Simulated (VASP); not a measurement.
# NaF in VASP: notebook

The runs below take NaF through single point, with PBE.

All numbers are computed with VASP 6.6.1; they aren't measurements. Logs are shortened: lines on timing, memory, paths and dates and some standing lists are left out, and cuts for length are marked.

## 1. The cell of the first run

The structure is cubic, space group Fm-3m (No. 225). Conventional cell: a = 4.647 Å, b = 4.647 Å, c = 4.647 Å, α = 90.00°, β = 90.00°, γ = 90.00°. Within 3.1 Å of Na (site symmetry m-3m) lie 6 F at 2.32 Å. Within 3.1 Å of F (site symmetry m-3m) lie 6 Na at 2.32 Å.

## 2. Single point, PBE

Input file INCAR:

```
SYSTEM = NaF
  PREC = Accurate
  ENCUT = 520
  EDIFF = 1E-6
  ISMEAR = -1
  SIGMA = 0.02
  LREAL = .FALSE.
  LASPH = .TRUE.
  NELM = 100
  ALGO = Normal
  ISIF = 2
  LWAVE = .FALSE.
  LCHARG = .FALSE.
  GGA = PE
  NBANDS = 14
```

Input file KPOINTS:

```
regular mesh
0
G
  10 10 10
  0 0 0
```

Input file POSCAR:

```
NaF
1.0
    0.0000000000      2.3233000000      2.3233000000
    2.3233000000      0.0000000000      2.3233000000
    2.3233000000      2.3233000000      0.0000000000
Na F
1 1
Direct
    0.0000000000      0.0000000000      0.0000000000
    0.5000000000      0.5000000000      0.5000000000
```

Potentials or basis: VASP PAW PBE potentials, release 64 (Na_pv, F).

Run with:

```bash
cat potpaw_PBE.64/Na_pv/POTCAR potpaw_PBE.64/F/POTCAR > POTCAR
mpirun -np 1 vasp_std > vasp.out
```

OUTCAR:

```text
SYSTEM = NaF
   PREC = Accurate
   ENCUT = 520
   EDIFF = 1E-6
   ISMEAR = -1
   LREAL = .FALSE.
   LASPH = .TRUE.
   NELM = 100
   ISIF = 2
   GGA = PE

 ion  position               nearest neighbor table
   1  0.000  0.000  0.000-   2 2.32   2 2.32   2 2.32   2 2.32   2 2.32   2 2.32
   2  0.500  0.500  0.500-   1 2.32   1 2.32   1 2.32   1 2.32   1 2.32   1 2.32

  LATTYP: Found a face centered cubic cell.
 ALAT       =     4.6466000000

  Lattice vectors:

 A1 = (   0.0000000000,   2.3233000000,   2.3233000000)
 A2 = (   2.3233000000,   0.0000000000,   2.3233000000)
 A3 = (   2.3233000000,   2.3233000000,   0.0000000000)

Analysis of symmetry for initial positions (statically):
=====================================================================
 Subroutine PRICEL returns:
 Original cell was already a primitive cell.

 Routine SETGRP: Setting up the symmetry group for a
 face centered cubic supercell.

 Subroutine GETGRP returns: Found 48 space group operations
 (whereof 48 operations were pure point group operations)
 out of a pool of 48 trial point group operations.

The static configuration has the point symmetry O_h .

Analysis of symmetry for dynamics (positions and initial velocities):
=====================================================================
 Subroutine PRICEL returns:
 Original cell was already a primitive cell.

 Routine SETGRP: Setting up the symmetry group for a
 face centered cubic supercell.

 Subroutine GETGRP returns: Found 48 space group operations
 (whereof 48 operations were pure point group operations)
 out of a pool of 48 trial point group operations.

The dynamic configuration has the point symmetry O_h .

 Subroutine INISYM returns: Found 48 space group operations
 (whereof 48 operations are pure point group operations),
 and found     1 'primitive' translations

----------------------------------------------------------------------------------------

                                     Primitive cell

  volume of cell :      25.0811

  direct lattice vectors                    reciprocal lattice vectors
     0.000000000  2.323300000  2.323300000    -0.215211122  0.215211122  0.215211122
     2.323300000  0.000000000  2.323300000     0.215211122 -0.215211122  0.215211122
     2.323300000  2.323300000  0.000000000     0.215211122  0.215211122 -0.215211122

  length of vectors
     3.285642369  3.285642369  3.285642369     0.372756598  0.372756598  0.372756598

  position of ions in fractional coordinates (direct lattice)
     0.000000000  0.000000000  0.000000000
     0.500000000  0.500000000  0.500000000

  ion indices of the primitive-cell ions
   primitive index   ion index
                 1           1
                 2           2

----------------------------------------------------------------------------------------

 KPOINTS: regular mesh

Automatic generation of k-mesh.
 Grid dimensions read from file:
 generate k-points for:   10   10   10

 Generating k-lattice:

  Cartesian coordinates                     Fractional coordinates (reciprocal lattice)
    -0.021521112  0.021521112  0.021521112     0.100000000  0.000000000  0.000000000
     0.021521112 -0.021521112  0.021521112     0.000000000  0.100000000  0.000000000
     0.021521112  0.021521112 -0.021521112     0.000000000  0.000000000  0.100000000

  Length of vectors
     0.037275660  0.037275660  0.037275660

  Shift w.r.t. Gamma in fractional coordinates (k-lattice)
     0.000000000  0.000000000  0.000000000

 Subroutine IBZKPT returns following result:
 ===========================================

 Found     47 irreducible k-points:

 Following reciprocal coordinates:
            Coordinates               Weight
  0.000000  0.000000  0.000000      1.000000
  0.100000  0.000000  0.000000      8.000000
  0.200000  0.000000  0.000000      8.000000
  0.300000  0.000000  0.000000      8.000000
  0.400000  0.000000  0.000000      8.000000
  0.500000  0.000000  0.000000      4.000000
[... 16 lines left out ...]
  0.300000  0.300000  0.000000      6.000000
  0.400000  0.300000  0.000000     24.000000
 [... further k-points ...]
   k-points           NKPTS =     47   k-points in BZ     NKDIM =     47   number of bands    NBANDS=     14
   number of dos      NEDOS =    301   number of ions     NIONS =      2
   total plane-waves  NPLWV =  13824
   dimension x,y,z NGX =    24 NGY =   24 NGZ =   24
   dimension x,y,z NGXF=    48 NGYF=   48 NGZF=   48
   ions per type =               1   1
   NGX,Y,Z   is equivalent  to a cutoff of  12.14, 12.14, 12.14 a.u.
   NGXF,Y,Z  is equivalent  to a cutoff of  24.29, 24.29, 24.29 a.u.
 SYSTEM =  NaF
   PREC   = accura    normal or accurate (medium, high low for compatibility)
   ISTART =      0    job   : 0-new  1-cont  2-samecut
   ICHARG =      2    charge: 1-file 2-atom 10-const
   ISPIN  =      1    spin polarized calculation?
   LNONCOLLINEAR =      F non collinear calculations
   LSORBIT =      F    spin-orbit coupling
   LASPH  =      T    aspherical Exc in radial PAW
   ENCUT  =  520.0 eV  38.22 Ry    6.18 a.u.   6.11  6.11  6.11*2*pi/ulx,y,z
   NELM   =    100;   NELMIN=  2; NELMDL= -5     # of ELM steps
   EDIFF  = 0.1E-05   stopping-criterion for ELM
   LREAL  =      F    real-space projection
   EDIFFG = 0.1E-04   stopping-criterion for IOM
   NSW    =      0    number of steps for IOM
   IBRION =     -1    ionic relax: 0-MD 1-quasi-New 2-CG
   NFREE  =      0    steps in history (QN), initial steepest desc. (CG)
   ISIF   =      2    stress and relaxation
   ISYM   =      2    0-nonsym 1-usesym 2-fastsym
   POTIM  = 0.5000    time-step for ionic-motion
   TEBEG  =    0.0;   TEEND  =   0.0 temperature during run
   PSTRESS=    0.0 pullay stress
   NELECT =      14.0000    total number of electrons
   NUPDOWN=      -1.0000    fix difference up-down
   EMIN   =  10.00;   EMAX   =-10.00  energy-range for DOS
   EFERMI =   0.00;   METHOD = LEGACY
   ISMEAR =    -1;   SIGMA  =   0.02  broadening in eV -4-tet -1-fermi 0-gaus
   EFERMI_NEDOS =   21; number of points for ismear=-14 and -15
   IALGO  =     38    algorithm
   IMIX   =      4    mixing-type and parameters
     AMIX     =   0.40;   BMIX     =  1.00
     AMIX_MAG =   1.60;   BMIX_MAG =  1.00
  volume/ion in A,a.u.               =      12.54        84.63
  Fermi-wavevector in a.u.,A,eV,Ry     =   1.347935  2.547227 24.720809  1.816928
  Thomas-Fermi vector in A             =   2.475645
   LORBIT       =      0    0 simple, 1 ext, 2 COOP (PROOUT), +10 PAW based schemes
   GGA     = PE    functional components
   LHFCALC =     F    Hartree Fock is set to
   AEXX    =    0.0000 exact exchange contribution
   IVDW    =     0    specifies the selected vdW correction
   LEPSILON=     F    determine dielectric tensor
   LRPA    =     F    only Hartree local field effects (RPA)
 non-spin polarized calculation
  energy-cutoff  :      520.00
  volume of cell :       25.08
 maximum number of plane-waves:       692
   NGX = 13   NGY = 13   NGZ = 13

 number of electron      13.9999982 magnetization

 Free energy of the ion-electron system (eV)
  ---------------------------------------------------
  ext. energy  EPLUGINS =         0.00000000
  ---------------------------------------------------
  free energy    TOTEN  =        -8.56412869 eV

  energy without entropy =       -8.56412869  energy(sigma->0) =       -8.56412869

 E-fermi :  -1.6225     XC(G=0):  -9.1166

 val. band max:       -2.1195613604   @ k =   0.0000   0.0000   0.0000
 cond. band min:       4.1357258269   @ k =   0.0000   0.0000   0.0000
 fundamental gap:      6.2552871873
 Fermi energy:        -1.6224692623

 k-point     1 :       0.0000    0.0000    0.0000
  band No.  band energies     occupation
      1     -21.2786      2.00000
      2     -21.0907      2.00000
      3     -21.0907      2.00000
      4     -21.0907      2.00000
      5      -2.1196      2.00000
      6      -2.1196      2.00000
      7      -2.1196      2.00000
      8       4.1357      0.00000
      9      16.7982      0.00000
     10      16.7982      0.00000
     11      16.7983      0.00000
     12      19.6432      0.00000
     13      21.8116      0.00000
     14      21.8116      0.00000

 k-point     2 :       0.1000    0.0000    0.0000
  band No.  band energies     occupation
      1     -21.4398      2.00000
      2     -21.0918      2.00000
      3     -21.0918      2.00000
      4     -20.9175      2.00000
      5      -2.3141      2.00000
      6      -2.1440      2.00000
      7      -2.1440      2.00000
      8       4.4914      0.00000
      9      15.5224      0.00000
     10      16.9519      0.00000
     11      16.9519      0.00000
     12      21.0629      0.00000
     13      21.3957      0.00000
     14      21.3957      0.00000

 k-point     3 :       0.2000    0.0000    0.0000
  band No.  band energies     occupation
      1     -21.6352      2.00000
      2     -21.0948      2.00000
      3     -21.0948      2.00000
      4     -20.6878      2.00000
      5      -2.7617      2.00000
      6      -2.2074      2.00000
      7      -2.2074      2.00000
      8       5.4092      0.00000
      9      13.7671      0.00000
     10      17.3365      0.00000
     11      17.3366      0.00000
     12      20.7672      0.00000
     13      20.7672      0.00000
     14      22.1681      0.00000
[... 324 lines left out ...]
 k-point    23 :       0.3000    0.3000    0.0000
  band No.  band energies     occupation
      1     -21.5822      2.00000
      2     -21.1242      2.00000
      3     -21.1242      2.00000
      4     -20.6835      2.00000
      5      -3.1696      2.00000
      6      -2.3913      2.00000
      7      -2.3913      2.00000
      8       7.3851      0.00000
      9      12.2427      0.00000
     10      15.6586      0.00000
     11      17.3070      0.00000
     12      17.3070      0.00000
     13      23.3473      0.00000
     14      24.0517      0.00000

 k-point    24 :       0.4000    0.3000    0.0000
  band No.  band energies     occupation
      1     -21.5585      2.00000
      2     -21.1370      2.00000
      3     -21.1294      2.00000
      4     -20.6909      2.00000
      5      -3.2804      2.00000
      6      -2.4976      2.00000
      7      -2.4426      2.00000
      8       8.3866      0.00000
      9      11.6952      0.00000
     10      14.5289      0.00000
     11      17.3881      0.00000
     12      17.4286      0.00000
     13      23.1119      0.00000
     14      24.4192      0.00000

 [... further k-points ...]
[... 5 lines left out ...]
  --------------------------------------------------------------------------------------
  -------------------------------------------------------------------------------------
  Total        0.2447500      0.2447500      0.2447500     -0.0000000      0.0000000      0.0000000
  in kB       15.6346228     15.6346228     15.6346228     -0.0000000      0.0000000      0.0000000
  external PRESSURE =      15.6346228 kB  Pullay stress =       0.0000000 kB

 VOLUME and BASIS-vectors are now :
 -----------------------------------------------------------------------------
  energy-cutoff  :      520.00
  volume of cell :       25.08
      direct lattice vectors                 reciprocal lattice vectors
     0.000000000  2.323300000  2.323300000    -0.215211122  0.215211122  0.215211122
     2.323300000  0.000000000  2.323300000     0.215211122 -0.215211122  0.215211122
     2.323300000  2.323300000  0.000000000     0.215211122  0.215211122 -0.215211122

 POSITION                                       TOTAL-FORCE (eV/Angst)
 -----------------------------------------------------------------------------------
      0.00000      0.00000      0.00000         0.000000      0.000000      0.000000
      2.32330      2.32330      2.32330         0.000000     -0.000000      0.000000
 -----------------------------------------------------------------------------------
    total drift:                                0.000000     -0.000000      0.000000

  FREE ENERGIE OF THE ION-ELECTRON SYSTEM (eV)
  ---------------------------------------------------
  free  energy   TOTEN  =        -8.5641286901 eV

  energy  without entropy=       -8.5641286901  energy(sigma->0) =       -8.56412869
```

Wall time 9.3 s (1 thread of Intel Xeon Platinum 8259CL at 2.50GHz (Skylake/Cascade Lake), shared host); peak memory 0.14 GiB.

Results:

```yaml
Free_energy: -8.5641 eV
Pressure: 1.6 GPa
Band_gap_on_the_k_mesh: 6.26 eV
```

## 3. Single point, PBE (x and y stretched by -4 %, z held)

Input file INCAR:

```
ALGO = Normal
EDIFF = 1E-6
ENCUT = 520
GGA = PE
ISIF = 2
ISMEAR = -1
LASPH = True
LCHARG = False
LREAL = False
LWAVE = False
NBANDS = 14
NELM = 60
PREC = Accurate
SIGMA = 0.02
```

Input file KPOINTS:

```
k-points
0
Gamma
  10 10 10
```

Input file POSCAR:

```
NaF
1.0
    0.0000000000      2.2303680000      2.3233000000
    2.2303680000      0.0000000000      2.3233000000
    2.2303680000      2.2303680000      0.0000000000
Na F
1 1
Direct
    0.0000000000      0.0000000000      0.0000000000
    0.5000000000      0.5000000000      0.5000000000
```

Potentials or basis: VASP PAW PBE potentials, release 64 (Na_pv, F).

Run with:

```bash
cat potpaw_PBE.64/Na_pv/POTCAR potpaw_PBE.64/F/POTCAR > POTCAR
mpirun -np 1 vasp_std > vasp.out
```

It took 18 s on 1 thread of Intel Xeon Platinum 8259CL at 2.50GHz (Skylake/Cascade Lake), shared host; peak memory 0.15 GiB.

It converged, with:

| Item | Value |
| --- | --- |
| Free energy | -8.5019 eV |
| Pressure | 7.0 GPa |
| Band gap on the k mesh | 6.71 eV |

Stress tensor (GPa, compression positive):
```
8.69 0.00 0.00
0.00 8.69 0.00
0.00 0.00 3.72
```

Levels at points of the mesh, in eV from the valence-band top:
```tsv
k point	band 5	band 6	band 7	band 8	band 9	band 10
(0.00, 0.00, 0.00)	-0.01	0.00	0.00	6.71	19.31	19.62
(0.50, 0.00, 0.00)	-1.76	-0.32	-0.28	11.24	13.10	20.54
(0.50, 0.50, 0.00)	-1.44	-0.39	-0.39	13.40	13.83	14.28
(0.50, 0.00, 0.50)	-1.36	-0.50	-0.44	13.43	13.97	14.40
```

Caveat: the cell differs from its parent crystal (x and y stretched by -4 %, z held); the cell stands under pressure.
